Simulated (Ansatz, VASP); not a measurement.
## Two plane-wave programs on HfMoC2

File INCAR:

```
PREC = Accurate ; ENCUT = 520
EDIFF = 1E-7 ; ISMEAR = -1
SIGMA = 0.05 ; LREAL = F
LASPH = T ; NELM = 100
ALGO = Normal ; ISIF = 2
LWAVE = F ; LCHARG = F
GGA = CA ; NBANDS = 24
```

KPOINTS

```
regular mesh
0
Gamma
  8 8 6
```

The input POSCAR:

```
HfMoC2
1.0
    3.1262736378      0.0000000000      0.0000000000
    0.0000000000      3.1262736378      0.0000000000
    0.0000000000      0.0000000000      4.3936043497
Hf Mo C
1 1 2
Direct
    0.0000000000      0.0000000000      0.0000000000
    0.5000000000      0.5000000000      0.5000000000
    0.5000000000      0.5000000000      0.0000000000
    0.0000000000      0.0000000000      0.5000000000
```

The input input.yaml:

```yaml
crystal:
  lattice:
    - [3.1262736378, 0.0, 0.0]
    - [0.0, 3.1262736378, 0.0]
    - [0.0, 0.0, 4.3936043497]
  atoms:
    - { symbol: Hf, position: [0.0, 0.0, 0.0] }
    - { symbol: Mo, position: [0.5, 0.5, 0.5] }
    - { symbol: C, position: [0.5, 0.5, 0.0] }
    - { symbol: C, position: [0.0, 0.0, 0.5] }
hamiltonian:
  xc: lda
  pseudopotentials: { kind: paw }
kpoints:
  mp_grid: { grid: [8, 8, 6] }
scf:
  occupations: { method: fermi_dirac, width: 0.05 }
output:
  forces: true
  stress: true
  eigenvalues: true
```

Alike in both runs: task single point; functional LDA; k mesh 8 × 8 × 6; occupations fermi-dirac, width 0.05 eV; no spin polarisation.

|  | VASP | Ansatz |
| --- | --- | --- |
| version | VASP 6.6.1 | Ansatz 0.2.0 |
| potentials or method | VASP PAW LDA potentials, release 64 (Hf_pv, Mo_sv, C) | Ansatz PAW |
| plane-wave cutoff (eV) | 520 | 420 |
| valence electrons in the cell | 32 | 48 |

```csv
,VASP,Ansatz,Ansatz less VASP
gap on the k mesh at the Fermi level (eV),none,none,-
pressure (GPa),4.6,3.4,-1.18
"traceless stress, the component that is largest in VASP (GPa)",-3.16,-3.18,-0.017
```

LDA's correlation is that of Perdew and Zunger in VASP and of Perdew and Wang (1992) in Ansatz. A gap of «none» marks a metal or a gap that the smearing closes. VASP's potentials hold 32 valence electrons a cell and Ansatz's 48, so a difference there can come from the potentials and not from the codes.

Neither program's run includes spin-orbit coupling.
